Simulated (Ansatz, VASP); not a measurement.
Two plane-wave programs on BaS

```xyz
2
Lattice="0.0000 3.1938 3.1938 3.1938 0.0000 3.1938 3.1938 3.1938 0.0000" Properties=species:S:1:pos:R:3 pbc="T T T"
Ba    0.0000    0.0000    0.0000
S     2.8402    3.5473    3.1938
```

Change from the starting cell: all S atoms moved -0.500 Å, as atom 2 along Cartesian [1 -1 0].

Alike in both runs: task single point; functional LDA; k mesh 8 × 8 × 8; occupations gaussian, width 0.05 eV; no spin polarisation.

|  | VASP | Ansatz |
| --- | --- | --- |
| version | VASP 6.6.1 | Ansatz 0.2.0 |
| potentials or method | VASP PAW LDA potentials, release 64 (Ba_sv, S), cutoff 520 eV | scalar-relativistic, plane waves, PAW |
| valence electrons in the cell | 16 | 16 |

|  | VASP | Ansatz | Ansatz less VASP |
| --- | --- | --- | --- |
| gap on the k mesh at the Fermi level (eV) | 2.58 | 2.63 | +0.050 |
| least direct gap on the mesh (eV) | 2.58 | 2.63 | +0.050 |
| pressure (GPa) | 0.9 | 0.1 | -0.80 |
| traceless stress, the component that is largest in VASP (GPa) | -3.70 | -3.38 | +0.323 |
| rms of the force components (eV/Å) | 0.729 | 0.663 | -0.0666 |

LDA's correlation is that of Perdew and Zunger in VASP and of Perdew and Wang (1992) in Ansatz. Atom by atom the forces differ by 0.067 eV/Å (rms over components).

Neither program's run includes spin-orbit coupling.
